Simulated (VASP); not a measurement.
# Ag (P6_3/mmc) in VASP: further runs

Ag is run at these levels: PBEsol+D4, PBEsol, PBEsol+D3(BJ); tasks: single point, relaxation of cell and atoms.

All numbers are computed with VASP 6.6.1; they aren't measurements. Logs are shortened: lines on timing, memory, paths and dates and some standing lists are left out, and cuts for length are marked.

**1. The cell of the first run**

The structure is hexagonal, space group P6_3/mmc (No. 194). Conventional cell: a = 2.830 Å, b = 2.830 Å, c = 9.367 Å, α = 90.00°, β = 90.00°, γ = 120.00°. Within 3.7 Å of Ag (site symmetry -3m) lie 12 Ag at 2.83 to 2.86 Å. Ag (site symmetry -6m2) has 12 Ag at 2.83 to 2.86 Å within 3.7 Å.

This isn't the form of Ag at room conditions, which is fcc.

**2. Single point, PBEsol+D4**

INCAR

```
PREC = Accurate ; ENCUT = 520
EDIFF = 1E-6 ; ISMEAR = -1
SIGMA = 0.05 ; LREAL = False
LASPH = True ; NELM = 60
ALGO = Normal ; ISIF = 2
LWAVE = False ; LCHARG = True
GGA = PS ; IVDW = 13
LELF = True ; LVHAR = True
NBANDS = 30
```

KPOINTS

```
regular mesh
0
Gamma
  11 11 3
```

POSCAR

```
Ag
1.0
    2.8303649019      0.0000000000      0.0000000000
   -1.4151824510      2.4511679070      0.0000000000
    0.0000000000      0.0000000000      9.3670318575
Ag
4
Direct
    0.0000000000      0.0000000000      0.5000000000
    0.0000000000      0.0000000000      0.0000000000
    0.6666666667      0.3333333333      0.7500000000
    0.3333333333      0.6666666667      0.2500000000
```

Potentials or basis: VASP PAW PBE potentials, release 64 (Ag).

Command:

```console
> cat potpaw_PBE.64/Ag/POTCAR > POTCAR
> mpirun -np 1 vasp_std > vasp.out
```

OUTCAR:

```text
PREC = Accurate
   ENCUT = 520
   EDIFF = 1E-6
   ISMEAR = -1
   LREAL = False
   LASPH = True
   NELM = 60
   ISIF = 2
   GGA = PS
   IVDW = 13

 ion  position               nearest neighbor table
   1  0.000  0.000  0.500-   3 2.86   4 2.86   3 2.86   4 2.86   3 2.86   4 2.86
   2  0.000  0.000  0.000-   3 2.86   4 2.86   3 2.86   4 2.86   3 2.86   4 2.86
   3  0.667  0.333  0.750-   1 2.86   2 2.86   1 2.86   2 2.86   1 2.86   2 2.86
   4  0.333  0.667  0.250-   1 2.86   2 2.86   1 2.86   2 2.86   1 2.86   2 2.86

  LATTYP: Found a hexagonal cell.
 ALAT       =     2.8303649019
 C/A-ratio  =     3.3094785239

  Lattice vectors:

 A1 = (   2.8303649019,   0.0000000000,   0.0000000000)
 A2 = (  -1.4151824510,   2.4511679070,   0.0000000000)
 A3 = (   0.0000000000,   0.0000000000,   9.3670318575)

Analysis of symmetry for initial positions (statically):
=====================================================================
 Subroutine PRICEL returns:
 Original cell was already a primitive cell.

 Routine SETGRP: Setting up the symmetry group for a
 hexagonal supercell.

 Subroutine GETGRP returns: Found 24 space group operations
 (whereof 12 operations were pure point group operations)
 out of a pool of 24 trial point group operations.

The static configuration has the point symmetry D_3d.
 The point group associated with its full space group is D_6h.

Analysis of symmetry for dynamics (positions and initial velocities):
=====================================================================
 Subroutine PRICEL returns:
 Original cell was already a primitive cell.

 Routine SETGRP: Setting up the symmetry group for a
 hexagonal supercell.

 Subroutine GETGRP returns: Found 24 space group operations
 (whereof 12 operations were pure point group operations)
 out of a pool of 24 trial point group operations.

The dynamic configuration has the point symmetry D_3d.
 The point group associated with its full space group is D_6h.

 Subroutine INISYM returns: Found 24 space group operations
 (whereof 12 operations are pure point group operations),
 and found     1 'primitive' translations

----------------------------------------------------------------------------------------

                                     Primitive cell

  volume of cell :      64.9857

  direct lattice vectors                    reciprocal lattice vectors
     2.830364902  0.000000000  0.000000000     0.353311334  0.203984394  0.000000000
    -1.415182451  2.451167907  0.000000000     0.000000000  0.407968788  0.000000000
     0.000000000  0.000000000  9.367031858     0.000000000  0.000000000  0.106757404

  length of vectors
     2.830364902  2.830364902  9.367031858     0.407968788  0.407968788  0.106757404

  position of ions in fractional coordinates (direct lattice)
     0.000000000  0.000000000  0.500000000
     0.000000000  0.000000000  0.000000000
     0.666666667  0.333333333  0.750000000
     0.333333333  0.666666667  0.250000000

  ion indices of the primitive-cell ions
   primitive index   ion index
                 1           1
                 2           2
                 3           3
                 4           4

----------------------------------------------------------------------------------------

 KPOINTS: regular mesh

Automatic generation of k-mesh.
 Grid dimensions read from file:
 generate k-points for:   11   11    3

 Generating k-lattice:

  Cartesian coordinates                     Fractional coordinates (reciprocal lattice)
     0.032119212  0.018544036  0.000000000     0.090909091 -0.000000000  0.000000000
     0.000000000  0.037088072  0.000000000     0.000000000  0.090909091  0.000000000
     0.000000000  0.000000000  0.035585801     0.000000000  0.000000000  0.333333333

  Length of vectors
     0.037088072  0.037088072  0.035585801

  Shift w.r.t. Gamma in fractional coordinates (k-lattice)
     0.000000000  0.000000000  0.000000000

 Subroutine IBZKPT returns following result:
 ===========================================

 Found     32 irreducible k-points:

[... 43 lines left out ...]
  ---------------------------------------------------
  free energy    TOTEN  =       -13.20882163 eV

  energy without entropy =      -13.19240869  energy(sigma->0) =      -13.20061516

 E-fermi :   9.0382     XC(G=0): -12.7031

 val. band max:        9.0031482287   @ k =   0.3636   0.0909   0.0000
 cond. band min:       9.0414408869   @ k =   0.2727   0.1818   0.0000
 fundamental gap:      0.0382926582
 Fermi energy:         9.0381767906

 k-point     1 :       0.0000    0.0000    0.0000
  band No.  band energies     occupation
      1       0.7253      2.00000
      2       2.1445      2.00000
      3       2.1462      2.00000
      4       2.1962      2.00000
      5       3.9003      2.00000
      6       3.9547      2.00000
[... 22 lines left out ...]
     29      24.7456      0.00000
     30      25.7004      0.00000

 k-point     2 :       0.0909    0.0000    0.0000
  band No.  band energies     occupation
      1       0.9652      2.00000
      2       2.3423      2.00000
      3       2.3554      2.00000
      4       2.3588      2.00000
      5       3.7628      2.00000
      6       3.8867      2.00000
[... 22 lines left out ...]
     29      24.6531      0.00000
     30      25.0007      0.00000

 k-point     3 :       0.1818    0.0000    0.0000
  band No.  band energies     occupation
      1       1.6178      2.00000
      2       2.6398      2.00000
      3       2.8016      2.00000
      4       2.8419      2.00000
      5       3.3807      2.00000
      6       3.5336      2.00000
[... 22 lines left out ...]
     29      22.8019      0.00000
     30      22.8206      0.00000

 k-point     4 :       0.2727    0.0000    0.0000
  band No.  band energies     occupation
      1       2.3118      2.00000
      2       2.6375      2.00000
      3       2.7387      2.00000
      4       2.9596      2.00000
      5       3.2369      2.00000
      6       3.2528      2.00000
[... 616 lines left out ...]
     29      18.9197      0.00000
     30      20.1435      0.00000

 k-point    23 :       0.0909    0.0909    0.3333
  band No.  band energies     occupation
      1       1.6122      2.00000
      2       2.1389      2.00000
      3       2.6607      2.00000
      4       2.7846      2.00000
      5       3.5625      2.00000
      6       3.6384      2.00000
[... 22 lines left out ...]
     29      23.5400      0.00000
     30      23.6894      0.00000

 k-point    24 :       0.1818    0.0909    0.3333
  band No.  band energies     occupation
      1       2.2871      2.00000
      2       2.5935      2.00000
      3       2.9217      2.00000
      4       3.0993      2.00000
      5       3.3233      2.00000
      6       3.4528      2.00000
[... 22 lines left out ...]
     29      21.7394      0.00000
     30      22.3981      0.00000

 [... further k-points ...]

------------------------ aborting loop because EDIFF is reached ----------------------------------------

  DFT-D4 for vdW energy calculation

  Edisp (eV):   -1.38459

  FORCE on cell =-STRESS in cart. coord.  units (eV):
  Direction    XX          YY          ZZ          XY          YZ          ZX
  --------------------------------------------------------------------------------------
  -------------------------------------------------------------------------------------
  Total      -0.10728    -0.10728    -0.10348     0.00000     0.00000     0.00000
  in kB      -2.64481    -2.64481    -2.55120     0.00000     0.00000     0.00000
  external pressure =       -2.61 kB  Pullay stress =        0.00 kB

 VOLUME and BASIS-vectors are now :
 -----------------------------------------------------------------------------
  energy-cutoff  :      520.00
  volume of cell :       64.99
      direct lattice vectors                 reciprocal lattice vectors
     2.830364902  0.000000000  0.000000000     0.353311334  0.203984394  0.000000000
    -1.415182451  2.451167907  0.000000000     0.000000000  0.407968788  0.000000000
     0.000000000  0.000000000  9.367031858     0.000000000  0.000000000  0.106757404

 POSITION                                       TOTAL-FORCE (eV/Angst)
 -----------------------------------------------------------------------------------
      0.00000      0.00000      4.68352         0.000000     -0.000000      0.000000
      0.00000      0.00000      0.00000        -0.000000     -0.000000      0.000000
      1.41518      0.81706      7.02527        -0.000000      0.000000      0.000000
     -0.00000      1.63411      2.34176         0.000000     -0.000000     -0.000000
 -----------------------------------------------------------------------------------
    total drift:                               -0.000000      0.000000      0.000000

  FREE ENERGIE OF THE ION-ELECTRON SYSTEM (eV)
  ---------------------------------------------------
  free  energy   TOTEN  =       -14.5934158230 eV

  energy  without entropy=      -14.5770028898  energy(sigma->0) =      -14.58520936
```

Wall time 46 s (1 thread of Intel Xeon Platinum 8488C (Sapphire Rapids), shared host); peak memory 0.21 GiB.

Results:

```yaml
Free_energy: -14.5934 eV
Pressure: -0.3 GPa
Band_gap_on_the_k_mesh: zero (bands 22 and 23 overlap by 5.90 eV)
Dispersion_energy_per_atom: -0.346 eV
```

Caveat: the PAW data sets were made with another functional, which shifts forces and pressure a little.

**3. Single point, PBEsol**

This run uses another cell than the first one, of 16.66 Å³/atom.

INCAR

```
SYSTEM = Ag
PREC = Accurate
ENCUT = 520
EDIFF = 1E-7
ISMEAR = -1
SIGMA = 0.05
LREAL = .FALSE.
LASPH = .TRUE.
NELM = 100
ALGO = Fast
ISIF = 2
LWAVE = .FALSE.
LCHARG = .FALSE.
GGA = PS
NBANDS = 30
```

KPOINTS

```
regular mesh
0
G
  11 11 3
  0 0 0
```

POSCAR

```
Ag
1.0
    2.8527720561      0.0000000000      0.0000000000
   -1.4263860281      2.4705730718      0.0000000000
    0.0000000000      0.0000000000      9.4534749676
Ag
4
Direct
    0.0000000000      0.0000000000      0.5000000000
    0.0000000000      0.0000000000      0.0000000000
    0.6666666667      0.3333333333      0.7500000000
    0.3333333333      0.6666666667      0.2500000000
```

Potentials or basis: VASP PAW PBE potentials, release 64 (Ag).

Command:

```console
> cat potpaw_PBE.64/Ag/POTCAR > POTCAR
> mpirun -np 1 vasp_std > vasp.out
```

Run time: 57 s. Hardware: 1 thread of Intel Xeon Platinum 8488C (Sapphire Rapids), shared host; peak memory 0.21 GiB.

It converged, with:

```
Free energy            : -13.2233 eV
Pressure               : -0.2 GPa
Band gap on the k mesh : zero (bands 22 and 23 overlap by 5.83 eV)
```

Levels at points of the mesh, in eV from the Fermi level:
```
           k point  band 19  band 20  band 21  band 22  band 23  band 24  band 25  band 26  band 27  band 28
(0.00, 0.00, 0.00)    -3.72    -3.52    -3.52    -3.11    -3.11    -0.74     3.40    10.85    10.87    15.50
```

Caveat: the PAW data sets were made with another functional, which shifts forces and pressure a little.

**4. Single point, PBEsol+D3(BJ)**

This run uses another cell than the first one, of 18.04 Å³/atom.

INCAR

```
  ALGO = Normal
  EDIFF = 1E-6
  ENCUT = 520
  GGA = PS
  ISIF = 2
  ISMEAR = -1
  IVDW = 12
  LASPH = T
  LCHARG = T
  LELF = T
  LREAL = F
  LVHAR = T
  LWAVE = F
  NBANDS = 30
  NELM = 100
  PREC = Accurate
  SIGMA = 0.05
```

KPOINTS

```
k-points
0
Gamma
  11 11 3
```

POSCAR

```
Ag
1.0
    2.8862000000      0.0000000000      0.0000000000
   -1.4431000000      2.4995225204      0.0000000000
    0.0000000000      0.0000000000     10.0000000000
Ag
4
Direct
    0.0000000000      0.0000000000      0.5000000000
    0.0000000000      0.0000000000      0.0000000000
    0.6666666667      0.3333333333      0.7500000000
    0.3333333333      0.6666666667      0.2500000000
```

Command:

```console
> cat potpaw_PBE.64/Ag/POTCAR > POTCAR
> mpirun -np 1 vasp_std > vasp.out
```

Wall time 54 s (1 thread of Intel Xeon Platinum 8488C (Sapphire Rapids), shared host); peak memory 0.23 GiB.

The run converged. Its results:

```
Free energy                : -15.1206 eV
Pressure                   : -12.0 GPa
Band gap on the k mesh     : zero (bands 22 and 23 overlap by 5.86 eV)
Dispersion energy per atom : -0.515 eV
```

Stress tensor (GPa, compression positive):
```
-10.87   0.00   0.00
  0.00 -10.87   0.00
  0.00   0.00 -14.19
```

Levels at points of the mesh, in eV from the Fermi level:
| k point | band 18 | band 19 | band 20 | band 21 | band 22 | band 23 | band 24 | band 25 | band 26 | band 27 |
| --- | --- | --- | --- | --- | --- | --- | --- | --- | --- | --- |
| (0.00, 0.00, 0.00) | -3.45 | -3.45 | -3.33 | -3.33 | -3.02 | -3.02 | -0.72 | 2.50 | 9.44 | 9.44 |

Caveat: three body term missing; the cell stands under tension; the PAW data sets were made with another functional, which shifts forces and pressure a little.

**5. Relaxation of cell and atoms, PBEsol+D3(BJ)**

This run uses another cell than the first one, of 18.04 Å³/atom.

INCAR

```
SYSTEM = Ag
ALGO     = Fast           ! electronic algorithm
EDIFF    = 1E-7           ! SCF threshold, eV
EDIFFG   = -0.01          ! ionic threshold
ENCUT    = 600            ! plane-wave cutoff, eV
GGA      = PS             ! functional
IBRION   = 2              ! ionic algorithm
ISIF     = 3              ! what is computed and relaxed
ISMEAR   = -1             ! smearing method
IVDW     = 12             ! dispersion correction
LASPH    = .TRUE.         ! aspherical terms in the spheres
LCHARG   = .FALSE.        ! write CHGCAR
LREAL    = .FALSE.        ! projectors in reciprocal space
LWAVE    = .FALSE.        ! write WAVECAR
NELM     = 80             ! most SCF steps
NSW      = 60             ! ionic steps
PREC     = Accurate       ! precision mode
SIGMA    = 0.05           ! smearing width, eV
```

KPOINTS

```
k-points
0
G
  11 11 3
  0 0 0
```

POSCAR is that of step 4.

Command:

```console
> cat potpaw_PBE.64/Ag/POTCAR > POTCAR
> mpirun -np 1 vasp_std > vasp.out
```

Run time: 7.8 min. Hardware: 1 thread of Intel Xeon Platinum 8488C (Sapphire Rapids), shared host; peak memory 0.25 GiB.

Results (log left out):

| Item | Value |
| --- | --- |
| Free energy | -15.5167 eV |
| Relaxed volume | 15.90 Å³/atom |
| Relaxed cell | a = 2.811 Å, b = 2.811 Å, c = 9.296 Å, α = 90.00°, β = 90.00°, γ = 120.00° |
| Space group after relaxing (to 0.1 Å) | P6_3/mmc (No. 194) |
| Energy gained by relaxing | 99.0 meV/atom |
| Ionic steps | 9 |
| Pressure after relaxing | 0.0 GPa |
| Band gap on the k mesh | zero (bands 22 and 23 overlap by 5.97 eV) |
| Dispersion energy per atom | -0.586 eV |

The path:
| step | energy change (eV) | largest force (eV/Å) | pressure (GPa) | volume (Å³) |
| --- | --- | --- | --- | --- |
| 1 | 0.0000 | 0.0000 | -11.98 | 72.14 |
| 2 | -0.1956 | 0.0000 | 13.54 | 58.95 |
| 3 | -0.3723 | 0.0000 | 0.19 | 63.71 |
| 4 | -0.3723 | 0.0000 | 0.55 | 63.54 |
| 5 | -0.3936 | 0.0000 | 0.54 | 63.41 |
| 6 | -0.3955 | 0.0000 | 0.54 | 63.36 |
| 7 | -0.3955 | 0.0000 | 0.57 | 63.35 |
| 8 | -0.3955 | 0.0000 | -0.53 | 63.87 |
| 9 | -0.3960 | 0.0000 | -0.02 | 63.60 |

Final structure:
```
CELL_PARAMETERS angstrom
2.81057 0.00000 0.00000
-1.40529 2.43403 0.00000
0.00000 0.00000 9.29616
ATOMIC_POSITIONS crystal
Ag 0.00000 0.00000 0.50000
Ag 0.00000 0.00000 0.00000
Ag 0.66667 0.33333 0.75000
Ag 0.33333 0.66667 0.25000
```

Levels at points of the mesh, in eV from the Fermi level:
```
           k point  band 19  band 20  band 21  band 22  band 23  band 24  band 25  band 26
(0.00, 0.00, 0.00)    -3.82    -3.59    -3.59    -3.16    -3.16    -0.88     3.68    11.23
```

Caveat: the PAW data sets were made with another functional, which shifts forces and pressure a little.

**6. Relaxation of cell and atoms, PBEsol+D4**

This run uses another cell than the first one, of 18.04 Å³/atom.

INCAR

```
SYSTEM = Ag
PREC = Accurate
ENCUT = 600
EDIFF = 1E-7
ISMEAR = -1
SIGMA = 0.05
LREAL = .False.
LASPH = .True.
NELM = 60
ALGO = Normal
ISIF = 3
LWAVE = .False.
LCHARG = .False.
GGA = PS
IVDW = 13
IBRION = 2
NSW = 60
EDIFFG = -0.01
```

KPOINTS

```
regular mesh
0
Gamma
  11 11 3
  0 0 0
```

POSCAR is that of step 5.

Potentials or basis: VASP PAW PBE potentials, release 64 (Ag).

Command:

```console
> cat potpaw_PBE.64/Ag/POTCAR > POTCAR
> mpirun -np 1 vasp_std > vasp.out
```

Wall time 5.7 min (1 thread of Intel Xeon Platinum 8488C (Sapphire Rapids), shared host); peak memory 0.24 GiB.

The run converged. Its results:

| Quantity | Value |
| --- | --- |
| Free energy | -14.5970 eV |
| Relaxed volume | 16.22 Å³/atom |
| Relaxed cell | a = 2.828 Å, b = 2.828 Å, c = 9.364 Å, α = 90.00°, β = 90.00°, γ = 120.00° |
| Space group after relaxing (to 0.1 Å) | P6_3/mmc (No. 194) |
| Energy gained by relaxing | 69.9 meV/atom |
| Ionic steps | 8 |
| Pressure after relaxing | 0.0 GPa |
| Band gap on the k mesh | zero (bands 22 and 23 overlap by 5.91 eV) |
| Dispersion energy per atom | -0.347 eV |

Step by step:
| step | energy change (eV) | largest force (eV/Å) | pressure (GPa) | volume (Å³) |
| --- | --- | --- | --- | --- |
| 1 | 0.0000 | 0.0000 | -9.91 | 72.14 |
| 2 | -0.1575 | 0.0000 | 9.64 | 61.10 |
| 3 | -0.2594 | 0.0000 | 0.29 | 64.92 |
| 4 | -0.2770 | 0.0000 | 0.18 | 64.83 |
| 5 | -0.2795 | 0.0000 | 0.20 | 64.78 |
| 6 | -0.2795 | 0.0000 | 0.21 | 64.78 |
| 7 | -0.2795 | 0.0000 | -0.20 | 64.98 |
| 8 | -0.2795 | 0.0000 | 0.02 | 64.87 |

Final structure:
```xyz
4
Lattice="2.8284 0.0000 0.0000 -1.4142 2.4494 0.0000 0.0000 0.0000 9.3641" Properties=species:S:1:pos:R:3 pbc="T T T"
Ag    0.0000    0.0000    4.6821
Ag    0.0000    0.0000    9.3641
Ag    1.4142    0.8165    7.0231
Ag    0.0000    1.6330    2.3410
```

Levels at points of the mesh, in eV from the Fermi level:
| k point | band 18 | band 19 | band 20 | band 21 | band 22 | band 23 | band 24 | band 25 | band 26 |
| --- | --- | --- | --- | --- | --- | --- | --- | --- | --- |
| (0.00, 0.00, 0.00) | -3.78 | -3.78 | -3.56 | -3.56 | -3.14 | -3.14 | -0.82 | 3.56 | 11.06 |

Caveat: the PAW data sets were made with another functional, which shifts forces and pressure a little.

**7. Overview**

| task | level | cell | cutoff (eV) | gap on the mesh (eV) | pressure (GPa) | relaxed volume (Å³/atom) |
| --- | --- | --- | --- | --- | --- | --- |
| single point | PBEsol+D4 | a = 2.830, b = 2.830, c = 9.367 Å, angles 90.0, 90.0, 120.0°, 4 atoms | 520 | none | -0.3 | - |
| single point | PBEsol | a = 2.853, b = 2.853, c = 9.453 Å, angles 90.0, 90.0, 120.0°, 4 atoms | 520 | none | -0.2 | - |
| single point | PBEsol+D3(BJ) | a = 2.886, b = 2.886, c = 10.000 Å, angles 90.0, 90.0, 120.0°, 4 atoms | 520 | none | -12.0 | - |
| relaxation of cell and atoms | PBEsol+D3(BJ) | relaxed from a = 2.886, b = 2.886, c = 10.000 Å, angles 90.0, 90.0, 120.0°, 4 atoms | 600 | none | 0.0 | 15.90 |
| relaxation of cell and atoms | PBEsol+D4 | relaxed from a = 2.886, b = 2.886, c = 10.000 Å, angles 90.0, 90.0, 120.0°, 4 atoms | 600 | none | 0.0 | 16.22 |

Alike in all rows: potentials or basis VASP PAW PBE potentials, release 64 (Ag); no spin polarisation; k mesh 11 × 11 × 3; smearing fermi-dirac 0.05 eV.

Caveats: the PAW data sets were made with another functional, which shifts forces and pressure a little; three body term missing (at least some runs); the cell stands under tension (at least some runs).

Absolute energies hang on the potentials; compare differences alone.

The gap in the log of VASP goes by the Fermi energy; the results here count the filled bands.